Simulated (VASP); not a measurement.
A run of VASP 6.6.1 is set up as follows.

File INCAR:

```
  PREC = Accurate
  ENCUT = 500
  EDIFF = 1E-6
  ISMEAR = -1
  SIGMA = 0.02
  LREAL = F
  LASPH = T
  NELM = 120
  ALGO = Normal
  ISIF = 2
  LWAVE = F
  LCHARG = T
  LELF = T
  LVHAR = T
  NBANDS = 16
  GGA_COMPAT = F
```

KPOINTS

```
Automatic mesh
0
Gamma
  8 8 8
```

Contents of POSCAR:

```
ZnS
1.0
    0.0000000000      2.5310227333      2.5310227333
    2.5310227333      0.0000000000      2.5310227333
    2.5310227333      2.5310227333      0.0000000000
Zn S
1 1
Direct
    0.0000000000      0.0000000000      0.0000000000
    0.5000000000      0.5000000000      0.5000000000
```

Potentials or basis: VASP PAW LDA potentials, release 64 (Zn, S).

Launch:

```console
$ cat potpaw_LDA.64/Zn/POTCAR potpaw_LDA.64/S/POTCAR > POTCAR
$ mpirun -np 1 vasp_std > vasp.out
```

Task: Predict the pressure.

Result: -5.1 GPa.

Task: What does it give for the band gap on the k mesh?

Result: Zero (band 9 reaches 3.92 eV, above the bottom of band 10 at 3.41 eV).
